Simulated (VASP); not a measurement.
# SrO: single point with PBEsol

The system is SrO.

```
CELL_PARAMETERS angstrom
1.72328 -5.59693 0.00000
1.72328 5.59693 0.00000
0.00000 0.00000 3.64659
ATOMIC_POSITIONS crystal
Sr 0.36319 0.63681 0.75000
Sr 0.63681 0.36319 0.25000
O 0.85506 0.14494 0.25000
O 0.14494 0.85506 0.75000
```

| Item | Value |
| --- | --- |
| Program | VASP 6.6.1 |
| Task | single point |
| Functional | PBEsol |
| Potentials or basis | VASP PAW PBE potentials, release 64 (Sr_sv, O) |
| Cutoff | 520 eV |
| k mesh | 6 × 6 × 6 |
| Occupations | fermi-dirac, width 0.03 eV |
| Spin | no spin polarisation |

```
Pressure               : 0.7 GPa
Largest force          : 0.047 eV/Å
Band gap on the k mesh : 2.86 eV, indirect (least direct gap 2.90 eV)
```

Forces on the atoms (eV/Å):
```
Sr   0.000 -0.047  0.000
Sr   0.000  0.047  0.000
O    0.000 -0.029  0.000
O    0.000  0.029  0.000
```

Stress tensor (GPa, compression positive):
```
0.80 0.00 0.00
0.00 0.46 0.00
0.00 0.00 0.83
```

Levels at points of the mesh, in eV from the valence-band top:
| k point | band 12 | band 13 | band 14 | band 15 | band 16 | band 17 | band 18 | band 19 | band 20 | band 21 |
| --- | --- | --- | --- | --- | --- | --- | --- | --- | --- | --- |
| (0.00, 0.00, 0.00) | -0.27 | -0.27 | -0.14 | -0.05 | -0.04 | 2.86 | 3.48 | 4.87 | 5.78 | 7.19 |
| (0.50, 0.00, 0.00) | -2.13 | -1.52 | -1.43 | -1.38 | -0.58 | 5.37 | 5.78 | 6.80 | 7.36 | 7.83 |
| (0.50, 0.50, 0.00) | -0.91 | -0.21 | -0.15 | -0.12 | 0.00 | 3.43 | 4.97 | 5.21 | 5.82 | 6.74 |
| (0.00, 0.00, 0.50) | -1.91 | -1.12 | -1.12 | -0.94 | -0.94 | 4.83 | 4.83 | 6.78 | 6.78 | 8.42 |
| (0.50, 0.00, 0.50) | -0.75 | -0.56 | -0.56 | -0.17 | -0.17 | 4.12 | 4.12 | 5.87 | 5.87 | 8.85 |
| (0.50, 0.50, 0.50) | -2.27 | -1.13 | -1.13 | -1.08 | -1.08 | 5.84 | 5.84 | 7.31 | 7.31 | 8.05 |

Run time: 110 s on 1 thread of Intel(R) Xeon(R) Platinum 8259CL CPU @ 2.50GHz (Skylake/Cascade Lake) (shared host), peak memory 0.27 GiB.

Caveat: the PAW data sets were made with another functional, which shifts forces and pressure a little. As with any semilocal functional, this PBEsol gap is likely too small.
